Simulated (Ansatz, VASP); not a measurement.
**Al2O3: VASP beside Ansatz**

```
Al O
1.0
     2.34348    1.35301    4.25925
    -2.34348    1.35301    4.25925
     0.00000   -2.70602    4.25925
Al O
4 6
Direct
  0.85204 0.85204 0.85204
  0.64796 0.64796 0.64796
  0.14796 0.14796 0.14796
  0.35204 0.35204 0.35204
  0.05586 0.44414 0.75000
  0.75000 0.05586 0.44414
  0.44414 0.75000 0.05586
  0.94414 0.55586 0.25000
  0.25000 0.94414 0.55586
  0.55586 0.25000 0.94414
```

Alike in both runs: task single point; functional PBEsol; k mesh 6 × 6 × 6; occupations gaussian, width 0.05 eV; no spin polarisation.

|  | VASP | Ansatz |
| --- | --- | --- |
| version | VASP 6.6.1 | Ansatz 0.2.0 |
| potentials or method | VASP PAW PBE potentials, release 64 (Al, O), cutoff 520 eV | scalar-relativistic, plane waves, PAW |
| valence electrons in the cell | 48 | 48 |

|  | VASP | Ansatz | Ansatz less VASP |
| --- | --- | --- | --- |
| gap on the k mesh at the Fermi level (eV) | 6.74 | 6.73 | -0.010 |
| least direct gap on the mesh (eV) | 6.74 | 6.73 | -0.010 |
| pressure (GPa) | 15.2 | 14.8 | -0.32 |
| traceless stress, the component that is largest in VASP (GPa) | -0.76 | -0.73 | +0.034 |
| rms of the force components (eV/Å) | 0.029 | 0.030 | +0.0011 |

VASP's potentials were made for PBE, not for PBEsol, and Ansatz warns of the same on its side. Atom by atom the forces differ by 0.003 eV/Å (rms over components).
